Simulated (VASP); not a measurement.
Crystal: Si3Ge.

```
CELL_PARAMETERS angstrom
4.06501 0.00000 0.00000
0.00000 4.06501 0.00000
0.00000 0.00000 5.29708
ATOMIC_POSITIONS crystal
Si 0.50000 0.00000 0.75546
Si 0.50000 0.50000 0.00000
Si 0.00000 0.50000 0.24454
Ge 0.00000 0.00000 0.50000
```

This cell differs from its parent crystal: epitaxial xy strain +4.5%.

Base run:

| Quantity | Value |
| --- | --- |
| Program | VASP 6.6.1 |
| Functional | r2SCAN |
| Potentials or basis | VASP PAW PBE potentials, release 64 (Si, Ge_d) |
| Cutoff | 520 eV |
| k mesh | 6 × 6 × 6 |
| Occupations | fermi-dirac, width 0.02 eV |
| Spin | no spin polarisation |

Its results: band gap on the k mesh 0.07 eV, indirect (least direct gap 0.27 eV); pressure -4.7 GPa; largest force 0.012 eV/Å.

**Question.** The run is repeated on the same cell with these changes: functional from r2SCAN to PBE. What comes out?

**Answer.** Band gap on the k mesh zero (band 13 reaches 5.28 eV, above the bottom of band 14 at 5.23 eV); pressure -2.8 GPa; largest force 0.065 eV/Å.

Caveats: the PAW data sets were made with another functional, which shifts forces and pressure a little (some runs).

A k mesh can miss the band edges.
